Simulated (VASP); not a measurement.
Input of a VASP 6.6.1 run:

File INCAR:

```
  PREC = Accurate
  ENCUT = 600
  EDIFF = 1E-6
  ISMEAR = 0
  SIGMA = 0.15
  LREAL = F
  LASPH = T
  NELM = 150
  ALGO = Normal
  ISIF = 3
  LWAVE = F
  LCHARG = F
  ISPIN = 2
  MAGMOM = 0 1 1 0 0 0 0 0
  LORBIT = 11
  LMAXMIX = 4
  GGA = PE
  IBRION = 2
  NSW = 36
  EDIFFG = -0.08
```

KPOINTS

```
Automatic mesh
0
Gamma
  3 3 3
```

The input POSCAR:

```
CaRu2O5
1.0
    4.5947538000      0.0000000000      0.0000000000
    0.0000000000      4.5947538000      0.0000000000
    0.0000000000      0.0000000000      4.4931685800
Ca Ru O
1 2 5
Direct
    0.5000000000      0.5000000000      0.5000000000
    0.5000000000      0.0000000000      0.0000000000
    0.0000000000      0.5000000000      0.0000000000
    0.5000000000      0.5000000000      0.0000000000
    0.0000000000      0.5000000000      0.6334915900
    0.5000000000      0.0000000000      0.3665084100
    0.0000000000      0.5000000000      0.3665084100
    0.5000000000      0.0000000000      0.6334915900
```

Potentials or basis: VASP PAW PBE potentials, release 64 (Ca_sv, Ru_pv, O).

Run with:

```bash
$ cat potpaw_PBE.64/Ca_sv/POTCAR potpaw_PBE.64/Ru_pv/POTCAR potpaw_PBE.64/O/POTCAR > POTCAR
$ mpirun -np 1 vasp_std > vasp.out
```

Task: What does it give for the net moment?

Result: 0.00 μB per cell.

Task: Predict the space group after relaxing (to 0.1 Å).

Result: P4/mmm (No. 123).

Final structure:
```
Ca Ru O
1.0
     4.15085    0.00000    0.00000
     0.00000    4.15085    0.00000
     0.00000    0.00000    6.17175
Ca Ru O
1 2 5
Direct
  0.50000 0.50000 0.50000
  0.50000 0.00000 0.00000
  0.00000 0.50000 0.00000
  0.50000 0.50000 0.00000
  0.00000 0.50000 0.71375
  0.50000 0.00000 0.28625
  0.00000 0.50000 0.28625
  0.50000 0.00000 0.71375
```

Caveat: the k points lie up to 0.50 Å⁻¹ apart in the final cell; the standard files for N, O and F lose accuracy on very short bonds; a cell axis changed by over 15 % at a fixed basis, so the end point is rough.
